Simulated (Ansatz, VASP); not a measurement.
Zr in VASP and in Ansatz

```xyz
1
Lattice="0.0000 2.2646 2.2646 2.2646 0.0000 2.2646 2.2646 2.2646 0.0000" Properties=species:S:1:pos:R:3 pbc="T T T"
Zr    0.0000    0.0000    0.0000
```

Alike in both runs: task single point; functional PBE; k mesh 10 × 10 × 10; occupations tetrahedron; no spin polarisation.

|  | VASP | Ansatz |
| --- | --- | --- |
| version | VASP 6.6.1 | Ansatz 0.2.0 |
| potentials or method | VASP PAW PBE potentials, release 64 (Zr_sv), cutoff 500 eV | scalar-relativistic, plane waves, PAW |
| valence electrons in the cell | 12 | 12 |

|  | VASP | Ansatz | Ansatz less VASP |
| --- | --- | --- | --- |
| gap on the k mesh at the Fermi level (eV) | none | none | - |
| pressure (GPa) | -0.1 | -0.1 | -0.04 |

A gap of «none» marks a metal or a gap that the smearing closes. Ansatz's warnings: band table not solved further, tetrahedron derivatives may miss energy slope.
